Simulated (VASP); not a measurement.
Runs of VASP 6.6.1 on ScAl3. The structure is that of space group Pm-3m (No. 221), or close to it. The cells are those of the table. 

```tsv
cell	gap on the mesh (eV)	pressure (GPa)
a = 4.238 Å, 4 atoms	none	-6.7
a = 3.978 Å, 4 atoms	none	10.0
a = 4.186 Å, 4 atoms	none	-4.5
a = 4.022 Å, 4 atoms	none	(a)
a = 4.064 Å, 4 atoms	none	2.8
a = 4.146 Å, 4 atoms	none	(b)
a = 3.934 Å, 4 atoms	none	14.4
```

Alike in all rows: task single point; level PBE; potentials or basis VASP PAW PBE potentials, release 64 (Sc_sv, Al); no spin polarisation; k mesh 10 × 10 × 10; cutoff (eV) 520; smearing gaussian 0.1 eV.

Problem. Fill in the values left out.

Solution. (a) 6.1; (b) -2.5.

Caveats: the cell stands under pressure (at least some runs); the cell stands under tension (at least some runs).

A gap of «none» marks levels without a gap at the run's occupations.
